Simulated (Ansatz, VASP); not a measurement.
**Two plane-wave programs on ZnSe**

Contents of INCAR:

```
ALGO = Normal ; EDIFF = 1E-7
ENCUT = 520 ; GGA = PS
ISIF = 2 ; ISMEAR = 0
LASPH = T ; LCHARG = F
LREAL = F ; LWAVE = F
NBANDS = 16 ; NELM = 100
PREC = Accurate ; SIGMA = 0.01
```

KPOINTS

```
k-points
0
Gamma
  6 6 6
```

POSCAR

```
ZnSe
1.0
    0.0000000000      2.7611061727      2.7611061727
    2.7611061727      0.0000000000      2.7611061727
    2.7611061727      2.7611061727      0.0000000000
Zn Se
1 1
Direct
    0.0000000000      0.0000000000      0.0000000000
    0.2500000000      0.2500000000      0.2500000000
```

Input for Ansatz:

```yaml
crystal:
  lattice:
    - [0.0, 2.761106172734853, 2.761106172734853]
    - [2.761106172734853, 0.0, 2.761106172734853]
    - [2.761106172734853, 2.761106172734853, 0.0]
  atoms:
    - { symbol: Zn, position: [0.0, 0.0, 0.0] }
    - { symbol: Se, position: [0.25, 0.25, 0.25] }
basis:
  ecutwfc: 517.016338673772
kpoints:
  mp_grid:
    grid: [6, 6, 6]
hamiltonian:
  xc: pbesol
scf:
  occupations:
    method: fixed
output:
  stress: true
```

Alike in both runs: task single point; functional PBEsol; k mesh 6 × 6 × 6; no spin polarisation.

|  | VASP | Ansatz |
| --- | --- | --- |
| version | VASP 6.6.1 | Ansatz 0.2.0 |
| potentials or method | VASP PAW PBE potentials, release 64 (Zn, Se), cutoff 520 eV | plane waves, PAW |
| occupations | gaussian, width 0.01 eV | fixed |
| valence electrons in the cell | 18 | 28 |

```csv
,VASP,Ansatz,Ansatz less VASP
pressure (GPa),4.8,4.5,-0.35
```

VASP's potentials were made for PBE, not for PBEsol. VASP's potentials hold 18 valence electrons a cell and Ansatz's 28, so a difference there can come from the potentials and not from the codes.
